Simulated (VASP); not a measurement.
**Sb: single point with PBE**

Sb:

```
Sb
1.0
     3.11210    0.00000    0.00000
     0.00000    3.11210    0.00000
     0.00000    0.00000    3.11210
Sb
1
Direct
  0.00000 0.00000 0.00000
```

```
Program                : VASP 6.6.1
Task                   : single point
Functional             : PBE
Potentials or basis    : VASP PAW PBE potentials, release 64 (Sb)
Cutoff                 : 500 eV
k mesh                 : 12 × 12 × 12
Occupations            : gaussian, width 0.1 eV
Spin                   : no spin polarisation
Dipole correction      : no
Further INCAR settings : ALGO = Normal; EDIFF = 1e-06; NBANDS = 8
```

* Pressure: -0.1 GPa

Levels at points of the mesh, in eV from the Fermi level:
```
           k point  band 1  band 2  band 3  band 4  band 5  band 6  band 7
(0.00, 0.00, 0.00)  -12.40    3.15    3.15    3.15    6.82    6.82    8.11
(0.50, 0.00, 0.00)  -10.01   -5.59    5.12    5.12    8.88   10.48   11.32
(0.50, 0.50, 0.00)   -7.49   -3.58   -3.58    2.13    7.13   12.67   13.14
(0.50, 0.50, 0.50)   -4.68   -1.69   -1.69   -1.69    4.76    4.76    4.76
```

It took 3.8 s on 1 thread of Intel(R) Xeon(R) 6975P-C (Granite Rapids), with other jobs on the host, peak memory 0.14 GiB.

Caveat: spin-orbit coupling is left out, which moves the levels of the heavy elements.
